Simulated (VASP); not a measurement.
A run of VASP 6.6.1 is set up as follows.

Contents of INCAR:

```
PREC = Accurate ; ENCUT = 520
EDIFF = 1E-6 ; ISMEAR = -1
SIGMA = 0.08 ; LREAL = F
LASPH = T ; NELM = 60
ALGO = Normal ; ISIF = 2
LWAVE = F ; LCHARG = T
GGA = PE ; LELF = T
LVHAR = T ; NBANDS = 13
```

Contents of KPOINTS:

```
Automatic mesh
0
Gamma
  12 12 12
```

The input POSCAR:

```
Sn
1.0
    3.0901547767      0.0000000000      0.0000000000
    0.0000000000      3.0901547767      0.0000000000
    0.0000000000      0.0000000000      3.0901547767
Sn
1
Direct
    0.0000000000      0.0000000000      0.0000000000
```

Potentials or basis: VASP PAW PBE potentials, release 64 (Sn_d).

The run is started by

```sh
$ cat potpaw_PBE.64/Sn_d/POTCAR > POTCAR
$ mpirun -np 1 vasp_std > vasp.out
```

Task: What does it give for the pressure?

Result: 0.0 GPa.

Task: What does it give for the band gap on the k mesh?

Result: Zero (band 7 reaches 12.15 eV, above the bottom of band 8 at 4.81 eV).

Caveat: spin-orbit coupling is left out, which moves the levels of the heavy elements.
